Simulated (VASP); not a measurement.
Crystal: Zn7O.

```
CELL_PARAMETERS angstrom
2.89998 0.00000 0.00000
-1.44999 2.51145 0.00000
0.00000 0.00000 16.17742
ATOMIC_POSITIONS crystal
Zn 0.33333 0.66667 0.73455
Zn 0.66667 0.33333 0.87175
Zn 0.33333 0.66667 0.46064
Zn 0.00000 0.00000 0.59614
Zn 0.00000 0.00000 0.00197
Zn 0.33333 0.66667 0.18545
Zn 0.00000 0.00000 0.32238
O 0.00000 0.00000 0.12112
```

* Program: VASP 6.6.1
* Task: relaxation of cell and atoms
* Functional: PBE
* Potentials or basis: VASP PAW PBE potentials, release 64 (Zn, O)
* Cutoff: 600 eV
* k mesh: 12 × 12 × 2
* Occupations: gaussian, width 0.1 eV
* Spin: no spin polarisation

At the start: pressure 0.2 GPa; volume 14.73 Å³/atom.

Question: How do energy, volume and symmetry change on relaxing?

Answer: Over 19 steps the energy falls by 18.4 meV/atom and the volume is 14.93 Å³/atom (+1.4 %); space group P3m1 (No. 156, to 0.1 Å) before and after.

Step by step:
| step | energy change (eV) | largest force (eV/Å) | pressure (GPa) | volume (Å³) |
| --- | --- | --- | --- | --- |
| 1 | 0.0000 | 0.2740 | 0.22 | 117.82 |
| 2 | -0.0834 | 0.4242 | 0.19 | 118.14 |
| 3 | -0.1123 | 0.5478 | 0.31 | 118.31 |
| 4 | -0.1035 | 0.9187 | 1.07 | 118.56 |
| 5 | -0.1179 | 0.6996 | 0.61 | 118.45 |
| 6 | -0.1343 | 0.2300 | -0.36 | 119.87 |
| 7 | -0.1361 | 0.1741 | -0.14 | 119.50 |
| 8 | -0.1391 | 0.1237 | -0.02 | 119.34 |
| 9 | -0.1422 | 0.0958 | 0.27 | 118.97 |
| 10 | -0.1444 | 0.0824 | -0.02 | 119.33 |
| 11 | -0.1448 | 0.0768 | -0.26 | 119.62 |
| 12 | -0.1463 | 0.0551 | -0.15 | 119.43 |
| 13 | -0.1466 | 0.0584 | -0.02 | 119.25 |
| 14 | -0.1468 | 0.0263 | 0.07 | 119.22 |
| 15 | -0.1469 | 0.0133 | 0.06 | 119.22 |
| 16 | -0.1469 | 0.0061 | 0.10 | 119.35 |
| 17 | -0.1466 | 0.0380 | -0.14 | 119.72 |
| 18 | -0.1469 | 0.0114 | -0.03 | 119.46 |
| 19 | -0.1469 | 0.0081 | -0.06 | 119.43 |

Final structure:
```yaml
crystal:
  lattice:
    - [2.99917, 0.00000, 0.00000]
    - [-1.49958, 2.59735, 0.00000]
    - [0.00000, 0.00000, 15.33138]
  atoms:
    - { symbol: Zn, position: [0.33333, 0.66667, 0.73360] }
    - { symbol: Zn, position: [0.66667, 0.33333, 0.86684] }
    - { symbol: Zn, position: [0.33333, 0.66667, 0.46377] }
    - { symbol: Zn, position: [0.00000, 0.00000, 0.59809] }
    - { symbol: Zn, position: [0.00000, 0.00000, 0.99595] }
    - { symbol: Zn, position: [0.33333, 0.66667, 0.18654] }
    - { symbol: Zn, position: [0.00000, 0.00000, 0.32740] }
    - { symbol: O, position: [0.00000, 0.00000, 0.12181] }
```
